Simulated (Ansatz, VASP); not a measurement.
# Two plane-wave programs on Ge

The input POSCAR:

```
Ge
1.0
    1.3975921240     -2.4756903525      0.0000000000
    1.3975921240      2.4756903525      0.0000000000
    0.0000000000      0.0000000000      5.2992283745
Ge
2
Direct
    0.5002627511      0.4997372489      0.2500000000
    0.4997372489      0.5002627511      0.7500000000
```

File INCAR.step1:

```
SYSTEM = Ge
PREC = Accurate
ENCUT = 520
ISMEAR = 0
SIGMA = 0.15
LREAL = .False.
LASPH = .True.
NELM = 60
NBANDS = 21
GGA = PE
ALGO = Normal
EDIFF = 1E-4
LWAVE = .True.
LCHARG = .False.
```

Contents of INCAR.step2:

```
SYSTEM = Ge
PREC = Accurate
ENCUT = 520
EDIFF = 1E-6
ISMEAR = 0
SIGMA = 0.15
LREAL = .False.
LASPH = .True.
NELM = 60
ALGO = Normal
ISIF = 2
LWAVE = .False.
LCHARG = .False.
METAGGA = R2SCAN
LMIXTAU = .True.
NBANDS = 21
ISTART = 1
```

The input KPOINTS:

```
Automatic mesh
0
Gamma
  24 24 12
  0 0 0
```

Input for Ansatz:

```yaml
crystal:
  lattice:
    - [1.397592124, -2.4756903525, 0.0]
    - [1.397592124, 2.4756903525, 0.0]
    - [0.0, 0.0, 5.2992283745]
  atoms:
    - { symbol: Ge, position: [0.5002627511, 0.4997372489, 0.25] }
    - { symbol: Ge, position: [0.4997372489, 0.5002627511, 0.75] }
basis:
  ecutwfc: 500
kpoints:
  mp_grid: { grid: [24, 24, 12] }
hamiltonian:
  xc: r2scan
scf:
  occupations: { method: gaussian, width: 0.15 }
output:
  forces: true
  stress: true
  eigenvalues: true
  write_density: true
  write_potential: true
  elf: true
  volumetric_format: npy
```

Change from the starting cell: strain -0.0200 x Voigt [0, 1, 0, 0, 0, 0], atoms carried along.

Alike in both runs: task single point; functional r2SCAN; k mesh 24 × 24 × 12; occupations gaussian, width 0.15 eV; no spin polarisation.

|  | VASP | Ansatz |
| --- | --- | --- |
| version | VASP 6.6.1 | Ansatz 0.2.0 |
| potentials or method | VASP PAW PBE potentials, release 64 (Ge_d), cutoff 520 eV | scalar-relativistic, plane waves, PAW |
| valence electrons in the cell | 28 | 28 |

Ansatz gave:

```
gap on the k mesh at the Fermi level (eV)                     : none
pressure (GPa)                                                : 1.4
traceless stress, the component that is largest in VASP (GPa) : 1.17
```

What did VASP give for the same quantities?

gap on the k mesh at the Fermi level (eV): none; pressure (GPa): 1.3; traceless stress, the component that is largest in VASP (GPa): 1.13.

VASP's potentials were made for PBE, not for r2SCAN. A gap of «none» marks a metal or a gap that the smearing closes. With one functional, cell and mesh, what is left measures potentials, basis and numerics.
